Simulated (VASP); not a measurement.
## Na32H33 (a cell with a defect): relaxation of the atoms with PBEsol

System: Na32H33 (a cell with a defect).

```
CELL_PARAMETERS angstrom
9.58553 0.00000 0.00000
0.00000 9.58553 0.00000
0.00000 0.00000 9.58553
ATOMIC_POSITIONS crystal
H 0.24630 0.00245 0.99742
H 0.25245 0.99839 0.49977
H 0.25074 0.50125 0.00176
H 0.24787 0.50190 0.49886
H 0.74967 0.00206 0.99837
H 0.75232 0.99994 0.50033
H 0.75062 0.49591 0.00255
H 0.74555 0.49551 0.50054
H 0.00184 0.25278 0.99769
H 0.00217 0.25407 0.49987
H 0.99997 0.75044 0.99841
H 0.99982 0.74998 0.50332
H 0.50017 0.24959 0.00129
H 0.49987 0.24747 0.49717
H 0.49941 0.75056 0.99710
H 0.50110 0.74933 0.50193
H 0.00328 0.00038 0.24869
H 0.99968 0.99693 0.75154
H 0.99635 0.50235 0.25007
H 0.99928 0.50413 0.75308
H 0.49801 0.00090 0.25329
H 0.50252 0.99785 0.75175
H 0.50028 0.49734 0.24791
H 0.49916 0.50056 0.75370
H 0.24886 0.24673 0.24937
H 0.24947 0.25230 0.75407
H 0.24597 0.75298 0.24865
H 0.25054 0.74933 0.75410
H 0.74748 0.24953 0.24891
H 0.75080 0.25100 0.75407
H 0.74712 0.74833 0.25119
H 0.74884 0.75105 0.74627
H 0.12310 0.37150 0.37715
Na 0.00413 0.99880 0.00302
Na 0.00253 0.00019 0.50406
Na 0.00091 0.49633 0.99852
Na 0.99721 0.49833 0.50511
Na 0.50301 0.00076 0.99775
Na 0.49992 0.00077 0.50169
Na 0.49748 0.49790 0.00088
Na 0.49773 0.50154 0.50023
Na 0.24841 0.24952 0.00422
Na 0.24660 0.25172 0.49948
Na 0.24913 0.75075 0.99800
Na 0.24503 0.74916 0.50088
Na 0.75070 0.25180 0.00104
Na 0.75157 0.25085 0.50107
Na 0.75169 0.74869 0.99896
Na 0.75421 0.74762 0.49859
Na 0.25134 0.99987 0.25098
Na 0.25174 0.00359 0.74758
Na 0.25040 0.50203 0.24382
Na 0.24991 0.50034 0.75048
Na 0.74640 0.00056 0.24793
Na 0.75251 0.99949 0.75074
Na 0.74894 0.50505 0.24907
Na 0.75059 0.49970 0.75008
Na 0.00013 0.24832 0.25474
Na 0.99908 0.25354 0.74971
Na 0.99855 0.74989 0.25218
Na 0.99996 0.74748 0.74955
Na 0.50089 0.24902 0.24627
Na 0.50030 0.24949 0.75265
Na 0.50247 0.75157 0.24687
Na 0.50352 0.74620 0.74758
```

```yaml
Program: VASP 6.6.1
Task: relaxation of the atoms
Functional: PBEsol
Potentials_or_basis: VASP PAW PBE potentials, release 64 (H, Na_pv)
Cutoff: 450 eV
k_mesh: 1 × 1 × 1, shifted
Occupations: fermi-dirac, width 0.05 eV
Spin: no spin polarisation
Dipole_correction: no
Charge: 1
Further_INCAR_settings: LREAL = Auto; ALGO = Normal; EDIFF = 1e-07; ISYM = -1; IBRION = 2; EDIFFG = -0.03; NSW = 100; NELECT = 256.0
```

The energy gained by relaxing is 41.7 meV/atom and the ionic steps are 68. The largest force after relaxing is 0.028 eV/Å.

Forces on the atoms (eV/Å):
```
H    0.004 -0.008 -0.008
H   -0.010  0.001 -0.004
H    0.002  0.001 -0.003
H   -0.006 -0.003  0.011
H   -0.001  0.000 -0.001
H    0.000  0.004  0.005
H   -0.009  0.007 -0.007
H   -0.003 -0.006 -0.003
H   -0.002 -0.003 -0.004
H   -0.013 -0.015  0.010
H   -0.004  0.007 -0.001
H    0.003  0.009 -0.002
H    0.006 -0.003 -0.006
H    0.003  0.001  0.001
H    0.008  0.007 -0.005
H    0.005  0.009  0.005
H    0.005 -0.003  0.008
H   -0.005  0.005  0.001
H   -0.008 -0.004  0.007
H    0.007 -0.008  0.008
H    0.005 -0.007 -0.006
H   -0.001  0.005 -0.001
H    0.004  0.001  0.000
H    0.005  0.012  0.010
H   -0.005 -0.002  0.004
H   -0.009  0.008  0.001
H   -0.001  0.000  0.001
H    0.014  0.005  0.007
H    0.000  0.003  0.006
H    0.002 -0.005  0.000
H   -0.005  0.004 -0.009
H    0.005 -0.003 -0.003
H   -0.016 -0.016  0.014
Na   0.001 -0.007  0.001
Na  -0.008 -0.007  0.008
Na  -0.001  0.015  0.005
Na   0.009 -0.018 -0.015
Na   0.011  0.005 -0.014
Na   0.002 -0.006  0.000
Na  -0.005 -0.014  0.007
Na  -0.007  0.019  0.001
Na   0.018 -0.004  0.000
Na  -0.016  0.015 -0.017
Na  -0.013 -0.004  0.004
Na   0.017 -0.009  0.001
Na  -0.004  0.002  0.002
Na  -0.004 -0.009  0.004
Na   0.006  0.009 -0.018
Na  -0.008  0.003  0.003
Na   0.009 -0.004 -0.011
Na  -0.006 -0.002  0.002
Na  -0.004  0.003  0.007
Na   0.014  0.009  0.000
Na  -0.001  0.003  0.006
Na  -0.006 -0.010  0.005
Na   0.001  0.004 -0.009
Na  -0.001  0.000  0.000
Na   0.009  0.012  0.006
Na  -0.007 -0.008 -0.004
Na   0.002 -0.010 -0.019
Na   0.002  0.006  0.009
Na  -0.001 -0.004 -0.020
Na   0.000  0.006  0.008
Na  -0.005 -0.008  0.016
Na   0.017  0.012 -0.004
```

Step by step:
```tsv
step	energy change (eV)	largest force (eV/Å)	pressure (GPa)
1	0.0000	0.8786	-0.78
3	-0.5980	0.5151	-0.90
5	-0.6833	0.4746	-0.90
7	-1.0378	0.4186	-0.86
9	-1.0753	0.3949	-0.83
11	-1.2498	1.1264	-0.76
13	-1.3119	1.3250	-0.74
15	-1.5434	0.9300	-0.48
17	-1.5811	0.9205	-0.48
19	-1.8834	0.8438	-0.49
21	-2.2190	5.2692	-0.30
23	-2.3523	2.5587	-0.43
25	-2.4613	1.5423	-0.58
27	-2.4985	0.5910	-0.54
29	-2.5220	0.4908	-0.53
31	-2.5659	0.3105	-0.48
33	-2.5860	0.7325	-0.53
35	-2.6093	0.3908	-0.52
37	-2.6207	0.3236	-0.51
39	-2.6319	0.3739	-0.54
41	-2.6472	0.3991	-0.52
43	-2.6586	0.3368	-0.55
45	-2.6655	0.1173	-0.54
47	-2.6765	0.2661	-0.55
49	-2.6798	0.4865	-0.56
51	-2.6851	0.1991	-0.55
53	-2.6861	0.1070	-0.54
55	-2.6884	0.0871	-0.54
57	-2.6958	0.0980	-0.56
59	-2.6999	0.1639	-0.56
61	-2.7013	0.0903	-0.57
63	-2.7058	0.1704	-0.57
65	-2.7067	0.1426	-0.56
67	-2.7079	0.0859	-0.56
68	-2.7102	0.0278	-0.56
```

Final structure:
```
H Na
1.0
     9.58553    0.00000    0.00000
     0.00000    9.58553    0.00000
     0.00000    0.00000    9.58553
H Na
33 32
Direct
  0.24897 0.00301 0.99982
  0.24811 0.00508 0.49970
  0.24871 0.49898 0.99957
  0.24394 0.49365 0.49894
  0.75275 0.00293 0.99862
  0.75819 0.00806 0.49796
  0.75275 0.49897 0.99954
  0.75542 0.49782 0.49941
  0.00085 0.25110 0.99686
  0.00510 0.25606 0.49671
  0.00084 0.75070 0.99936
  0.00042 0.75388 0.49941
  0.50044 0.25103 0.99979
  0.50397 0.25047 0.49949
  0.50017 0.75040 0.99951
  0.50051 0.75030 0.49890
  0.00045 0.00572 0.25257
  0.00229 0.00807 0.74210
  0.00100 0.49408 0.25617
  0.00035 0.49758 0.74425
  0.50062 0.00289 0.25128
  0.50180 0.00231 0.74766
  0.50039 0.49901 0.25093
  0.50043 0.49831 0.74712
  0.24355 0.25077 0.25704
  0.24781 0.25026 0.74504
  0.24887 0.75095 0.25094
  0.24820 0.75050 0.74729
  0.75525 0.25085 0.25266
  0.75802 0.25227 0.74222
  0.75251 0.75092 0.25124
  0.75216 0.75189 0.74770
  0.05199 0.30119 0.44934
  0.00104 0.99758 0.99774
  0.00298 0.98198 0.49740
  0.00080 0.50393 0.99921
  0.99738 0.52827 0.50276
  0.50026 0.99972 0.00010
  0.50267 0.99720 0.49911
  0.50043 0.50205 0.99932
  0.50109 0.50343 0.49910
  0.25358 0.25121 0.99949
  0.27836 0.24675 0.50372
  0.25187 0.75056 0.99966
  0.25360 0.75139 0.49899
  0.74712 0.25114 0.99787
  0.73170 0.25308 0.49750
  0.74942 0.75060 0.00004
  0.74729 0.75246 0.49899
  0.25044 0.00140 0.24997
  0.25192 0.00050 0.74971
  0.24959 0.49945 0.25036
  0.25002 0.50028 0.74897
  0.75058 0.00078 0.24839
  0.75221 0.00231 0.74807
  0.75091 0.50087 0.24972
  0.75055 0.50172 0.74944
  0.99697 0.24735 0.22268
  0.00287 0.25295 0.76930
  0.00081 0.75176 0.24653
  0.00061 0.75235 0.75266
  0.50103 0.25121 0.24684
  0.50254 0.25058 0.75299
  0.50029 0.75071 0.24778
  0.49985 0.75011 0.75033
```

Levels at points of the mesh, in eV from the Fermi level:
```csv
k point,band 125,band 126,band 127,band 128,band 129,band 130,band 131,band 132
"(0.25, 0.25, 0.25)",-1.31,-1.27,-1.27,-1.25,2.21,2.84,2.92,3.17
```

Run time: 2.3 h on 1 thread of Intel(R) Xeon(R) Platinum 8488C (Sapphire Rapids), with other jobs on the host, peak memory 0.78 GiB.

Caveat: the cell carries a net charge on a neutralising background, which shifts energy and pressure; the cell is charged against a uniform background, so pressure and absolute levels hang on convention; the PAW data sets were made with another functional, which shifts forces and pressure a little.
